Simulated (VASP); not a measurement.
A run of VASP 6.6.1 is set up as follows.

The input INCAR:

```
SYSTEM = TiO2
PREC     = Accurate       ! precision mode
ENCUT    = 520            ! plane-wave cutoff, eV
EDIFF    = 1E-6           ! SCF threshold, eV
ISMEAR   = 0              ! smearing method
SIGMA    = 0.05           ! smearing width, eV
LREAL    = .False.        ! projectors in reciprocal space
LASPH    = .True.         ! aspherical terms in the spheres
NELM     = 100            ! most SCF steps
ALGO     = Normal         ! electronic algorithm
ISIF     = 2              ! what is computed and relaxed
LWAVE    = .False.        ! write WAVECAR
LCHARG   = .False.        ! write CHGCAR
GGA      = CA             ! functional
NBANDS   = 33             ! bands
```

KPOINTS

```
Automatic mesh
0
Gamma
  8 8 10
  0 0 0
```

Contents of POSCAR:

```
TiO2
1.0
    4.1232644974      0.0000000000      0.0000000000
    0.0000000000      4.1232644974      0.0000000000
    0.0000000000      0.0000000000      2.9831818639
Ti O
2 4
Direct
    0.0000000000      0.0000000000      0.0000000000
    0.5000000000      0.5000000000      0.5000000000
    0.3039457556      0.3039457556      0.0000000000
    0.1960542444      0.8039457556      0.5000000000
    0.6960542444      0.6960542444      0.0000000000
    0.8039457556      0.1960542444      0.5000000000
```

Potentials or basis: VASP PAW LDA potentials, release 64 (Ti_sv, O).

Run with:

```sh
$ cat potpaw_LDA.64/Ti_sv/POTCAR potpaw_LDA.64/O/POTCAR > POTCAR
$ mpirun -np 1 vasp_std > vasp.out
```

**Question.** What does it give for the band gap on the k mesh?

**Answer.** 2.32 eV.

**Question.** Estimate the pressure.

**Answer.** 61.9 GPa.

Forces on the atoms (eV/Å):
```
Ti   0.000  0.000  0.000
Ti   0.000  0.000  0.000
O    0.347  0.347  0.000
O   -0.347  0.347  0.000
O   -0.347 -0.347  0.000
O    0.347 -0.347  0.000
```

Caveat: the cell stands under pressure. A hybrid or GW would open this gap; LDA tends to underestimate it.
